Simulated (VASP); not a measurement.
Here is a VASP 6.6.1 calculation.

INCAR

```
SYSTEM = SrCl2
PREC = Accurate
ENCUT = 520
EDIFF = 1E-6
ISMEAR = -1
SIGMA = 0.19
LREAL = Auto
LASPH = .True.
NELM = 60
ALGO = Normal
ISIF = 2
LWAVE = .False.
LCHARG = .False.
GGA = PS
NBANDS = 114
```

Contents of KPOINTS:

```
Automatic mesh
0
Gamma
  2 2 2
  0 0 0
```

Contents of POSCAR:

```
SrCl2
1.0
    0.0000000000      6.9954361705      6.9954361705
    6.9954361705      0.0000000000      6.9954361705
    6.9954361705      6.9954361705      0.0000000000
Sr Cl
8 16
Direct
   -0.0058550316      0.0030935169     -0.0031259666
   -0.0205868507      0.0057823414      0.5132085995
   -0.0028562908      0.5054582608      0.0084966825
    0.0186257149      0.4841948261      0.4924845165
    0.5094029755     -0.0022183034     -0.0015908944
    0.5046122806     -0.0147626249      0.5125262975
    0.4869606293      0.4984964361     -0.0097862375
    0.5032674753      0.4925051728      0.4889502837
    0.1248546879      0.1416950960      0.1396296065
    0.3412842948      0.3767256874      0.3982843145
    0.1119186111      0.1637345366      0.5967336987
    0.4088383384      0.3405795496      0.8679448074
    0.1402282826      0.6297917517      0.1179870676
    0.3459173154      0.8941600420      0.3980121371
    0.1105265606      0.6485795009      0.6200181653
    0.3862205921      0.8596452535      0.8744537654
    0.6158240022      0.1462417032      0.1278159758
    0.8820932462      0.3771607568      0.3754640791
    0.6431047172      0.1128307057      0.6255212532
    0.8830070562      0.3870202564      0.8393500215
    0.6264394232      0.6041074348      0.1574916807
    0.8886990530      0.8891789373      0.3577147213
    0.6255778615      0.6116006058      0.6308398637
    0.8813563372      0.8847961513      0.8698635584
```

Potentials or basis: VASP PAW PBE potentials, release 64 (Sr_sv, Cl).

The run is started by

```console
$ cat potpaw_PBE.64/Sr_sv/POTCAR potpaw_PBE.64/Cl/POTCAR > POTCAR
$ mpirun -np 1 vasp_std > vasp.out
```

Question: Estimate the largest force.

Answer: 2.205 eV/Å.

Question: Predict the pressure.

Answer: 0.2 GPa.

Question: What does it give for the band gap on the k mesh?

Answer: 4.72 eV.

Stress tensor (GPa, compression positive):
```
 0.10 -0.42 -0.23
-0.42  0.20 -0.23
-0.23 -0.23  0.17
```

Caveat: the atoms stand as in a frame of molecular dynamics; the structure was generated, so it needn't be the stable form of SrCl2; the PAW data sets were made with another functional, which shifts forces and pressure a little.
